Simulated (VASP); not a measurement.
Input of a VASP 6.6.1 run:

The input POSCAR:

```
Si3N4
1.0
    7.6015000000      0.0000000000      0.0000000000
   -3.8007500000      6.5830921069      0.0000000000
    0.0000000000      0.0000000000      2.9061000000
Si N
6 8
Direct
    0.7679661629      0.1740793965      0.2500000000
    0.5938867664      0.7679661629      0.7500000000
    0.8259206035      0.5938867664      0.2500000000
    0.2320338371      0.8259206035      0.7500000000
    0.4061132336      0.2320338371      0.2500000000
    0.1740793965      0.4061132336      0.7500000000
    0.0299499689      0.3298831158      0.2500000000
    0.7000668531      0.0299499689      0.7500000000
    0.6701168842      0.7000668531      0.2500000000
    0.9700500311      0.6701168842      0.7500000000
    0.2999331469      0.9700500311      0.2500000000
    0.3298831158      0.2999331469      0.7500000000
    0.6666666667      0.3333333333      0.2500000000
    0.3333333333      0.6666666667      0.7500000000
```

INCAR.step1

```
PREC     = Accurate       # precision mode
ENCUT    = 520            # plane-wave cutoff, eV
ISMEAR   = -1             # smearing method
SIGMA    = 0.02           # smearing width, eV
LREAL    = False          # projectors in reciprocal space
LASPH    = True           # aspherical terms in the spheres
NELM     = 80             # most SCF steps
NBANDS   = 45             # bands
GGA      = PE             # functional
ALGO     = Normal         # electronic algorithm
EDIFF    = 1E-4           # SCF threshold, eV
LWAVE    = True           # write WAVECAR
LCHARG   = False          # write CHGCAR
```

INCAR.step2

```
PREC     = Accurate       # precision mode
ENCUT    = 520            # plane-wave cutoff, eV
EDIFF    = 1E-8           # SCF threshold, eV
ISMEAR   = -1             # smearing method
SIGMA    = 0.02           # smearing width, eV
LREAL    = False          # projectors in reciprocal space
LASPH    = True           # aspherical terms in the spheres
NELM     = 80             # most SCF steps
ALGO     = Normal         # electronic algorithm
ISIF     = 2              # what is computed and relaxed
LWAVE    = False          # write WAVECAR
LCHARG   = False          # write CHGCAR
METAGGA  = R2SCAN         # meta-GGA
LMIXTAU  = True         
LEFG     = True         
NBANDS   = 45             # bands
ISTART   = 1
```

The input KPOINTS:

```
Automatic mesh
0
Gamma
  4 4 10
```

Potentials or basis: VASP PAW PBE potentials, release 64 (Si, N).

Command:

```console
$ cat potpaw_PBE.64/Si/POTCAR potpaw_PBE.64/N/POTCAR > POTCAR
$ cp INCAR.step1 INCAR
$ mpirun -np 1 vasp_std > vasp.out
$ cp INCAR.step2 INCAR
$ mpirun -np 1 vasp_std > vasp.out
```

Question: What does it give for the band gap on the k mesh?

Answer: 4.99 eV (least direct gap 5.19 eV).

Question: Estimate the largest force.

Answer: 0.036 eV/Å.

Question: What does it give for the pressure?

Answer: -0.1 GPa.

Stress tensor (GPa, compression positive):
```
 0.05  0.00  0.00
 0.00  0.05  0.00
 0.00  0.00 -0.38
```

Caveat: without QUAD_EFG the Cq values of the log hold for a quadrupole moment of 1 mb, not for the nuclei; the PAW data sets were made with another functional, which shifts forces and pressure a little. A k mesh can miss the band edges.
